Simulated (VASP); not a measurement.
Crystal: Al2O3.

```xyz
10
Lattice="4.6138 0.0000 0.0000 0.0000 9.5633 0.0000 0.0000 0.0000 3.1199" Properties=species:S:1:pos:R:3 pbc="T T T"
Al    4.5352    7.8856    0.0000
Al    0.0785    1.6777    0.0000
Al    2.2283    6.4593    1.5599
Al    2.3854    3.1040    1.5599
O     2.3069    4.7816    1.5599
O     0.5704    7.2016    1.5599
O     1.7365    2.4200    0.0000
O     2.8773    7.1433    0.0000
O     0.0000    0.0000    0.0000
O     4.0434    2.3617    1.5599
```

- Program: VASP 6.6.1
- Task: relaxation of cell and atoms
- Functional: RPBE
- Dispersion: D3(BJ)
- Potentials or basis: VASP PAW PBE potentials, release 64 (Al, O)
- Cutoff: 600 eV
- k mesh: 6 × 3 × 9
- Occupations: fermi-dirac, width 0.05 eV
- Spin: no spin polarisation

At the start: pressure -5.3 GPa; volume 13.77 Å³/atom.

Problem. Where does the relaxation end?

Solution. Over 22 steps the energy falls by 20.3 meV/atom and the volume is 13.16 Å³/atom (-4.4 %); space group Pnnm (No. 58, to 0.05 Å).

The path:
| step | energy change (eV) | largest force (eV/Å) | pressure (GPa) | volume (Å³) |
| --- | --- | --- | --- | --- |
| 1 | 0.0000 | 0.2510 | -5.29 | 137.66 |
| 2 | -0.0871 | 0.7156 | 4.09 | 128.77 |
| 3 | -0.1378 | 0.3857 | 0.26 | 131.99 |
| 4 | -0.1660 | 0.2758 | 1.05 | 131.34 |
| 5 | -0.1663 | 0.3457 | 1.15 | 131.26 |
| 6 | -0.1834 | 0.2028 | 0.35 | 131.64 |
| 7 | -0.1861 | 0.1416 | -0.13 | 131.86 |
| 8 | -0.1899 | 0.0875 | -0.11 | 131.83 |
| 9 | -0.1923 | 0.1725 | -0.06 | 131.78 |
| 10 | -0.1953 | 0.1453 | -0.04 | 131.73 |
| 11 | -0.2008 | 0.0881 | 0.03 | 131.59 |
| 12 | -0.1967 | 0.0955 | 0.16 | 131.30 |
| 13 | -0.2017 | 0.0895 | 0.08 | 131.50 |
| 14 | -0.2019 | 0.0718 | -0.09 | 131.55 |
| 15 | -0.2021 | 0.0228 | -0.03 | 131.53 |
| 16 | -0.2022 | 0.0189 | 0.00 | 131.52 |
| 17 | -0.2024 | 0.0103 | 0.06 | 131.48 |
| 18 | -0.2023 | 0.0184 | 0.19 | 131.39 |
| 19 | -0.2024 | 0.0112 | 0.10 | 131.45 |
| 20 | -0.2025 | 0.0142 | -0.01 | 131.56 |
| 21 | -0.2025 | 0.0170 | -0.06 | 131.60 |
| 22 | -0.2026 | 0.0072 | -0.06 | 131.61 |

Final structure:
```
Al O
1.0
     4.64828    0.00000    0.00000
     0.00000    9.47362    0.00000
     0.00000    0.00000    2.98864
Al O
4 6
Direct
  0.98560 0.82340 0.00000
  0.01440 0.17660 0.00000
  0.48560 0.67660 0.50000
  0.51440 0.32340 0.50000
  0.50000 0.50000 0.50000
  0.12641 0.74532 0.50000
  0.37359 0.24532 0.00000
  0.62641 0.75468 0.00000
  0.00000 0.00000 0.00000
  0.87359 0.25468 0.50000
```

Caveat: the PAW data sets were made with another functional, which shifts forces and pressure a little.
